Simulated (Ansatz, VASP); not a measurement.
## GaAs: VASP beside Ansatz

File INCAR:

```
SYSTEM = GaAs
PREC = Accurate ; ENCUT = 520
EDIFF = 1E-8 ; ISMEAR = -1
SIGMA = 0.05 ; LREAL = .FALSE.
LASPH = .TRUE. ; NELM = 100
ALGO = Normal ; ISIF = 2
LWAVE = .FALSE. ; LCHARG = .FALSE.
GGA = PE ; LEFG = .TRUE.
NBANDS = 16
```

Contents of KPOINTS:

```
Automatic mesh
0
G
  11 11 11
  0 0 0
```

POSCAR

```
GaAs
1.0
    0.0000000000      2.8268500000      2.7985815000
    2.8268500000      0.0000000000      2.7985815000
    2.8268500000      2.8268500000      0.0000000000
Ga As
1 1
Direct
    0.0000000000      0.0000000000      0.0000000000
    0.7500000000      0.7500000000      0.7500000000
```

Input for Ansatz:

```yaml
crystal:
  lattice:
    - [0.0, 2.82685, 2.7985815]
    - [2.82685, 0.0, 2.7985815]
    - [2.82685, 2.82685, 0.0]
  atoms:
    - { symbol: Ga, position: [0.0, 0.0, 0.0] }
    - { symbol: As, position: [0.75, 0.75, 0.75] }
kpoints:
  mp_grid: { grid: [11, 11, 11] }
scf:
  occupations: { method: fermi_dirac, width: 0.05 }
hamiltonian:
  xc: pbe
  pseudopotentials: { kind: all_electron, datasets: crystal }
output:
  forces: true
  stress: true
  eigenvalues: true
  efg: { contact_densities: true }
```

Change from the starting cell: zz strain of -1 %, crystal datasets.

Alike in both runs: task electric field gradients; functional PBE; k mesh 11 × 11 × 11; occupations fermi-dirac, width 0.05 eV; no spin polarisation.

|  | VASP | Ansatz |
| --- | --- | --- |
| version | VASP 6.6.1 | Ansatz 0.2.0 |
| potentials or method | VASP PAW PBE potentials, release 64 (Ga_d, As), cutoff 520 eV | all-electron PAW with datasets made for the crystal, scalar-relativistic |

```tsv
	VASP	Ansatz	Ansatz less VASP
pressure (GPa)	4.3	4.1	-0.20
traceless stress, the component that is largest in VASP (GPa)	0.39	0.39	+0.001
size of Vzz on the site where it differs most (V/Å²)	1.6	1.9	+0.28
```

Ansatz ran all-electron here, and VASP with PAW potentials.
